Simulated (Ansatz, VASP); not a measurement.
## Two plane-wave programs on PtSe2

```xyz
6
Lattice="3.7070 0.0000 0.0000 -1.8535 3.2104 0.0000 0.0000 0.0000 22.7982" Properties=species:S:1:pos:R:3 pbc="T T T"
Se    1.8535    1.0701    4.5000
Se    0.0000    2.1403    7.1491
Se    0.0000    2.1403   10.8091
Se   -1.8535    3.2104   13.4582
Pt    0.0000    0.0000    5.8245
Pt   -1.8535    1.0701   12.1336
```

Alike in both runs: task single point; functional PBE; dispersion D3(BJ); k mesh 9 × 9 × 1; occupations gaussian, width 0.05 eV; no spin polarisation.

|  | VASP | Ansatz |
| --- | --- | --- |
| version | VASP 6.6.1 | Ansatz 0.2.0 |
| potentials or method | VASP PAW PBE potentials, release 64 (Se, Pt), cutoff 520 eV | scalar-relativistic, plane waves, PAW |
| valence electrons in the cell | 44 | 100 |

Ansatz gave:

```
gap on the k mesh at the Fermi level (eV) : 0.94
least direct gap on the mesh (eV)         : 1.11
rms of the force components (eV/Å)        : 0.012
```

Question: What did VASP give for the same quantities?

Answer: gap on the k mesh at the Fermi level (eV): 0.94; least direct gap on the mesh (eV): 1.10; rms of the force components (eV/Å): 0.012.

VASP's potentials hold 44 valence electrons a cell and Ansatz's 100, so a difference there can come from the potentials and not from the codes.

Spin-orbit coupling is off throughout.
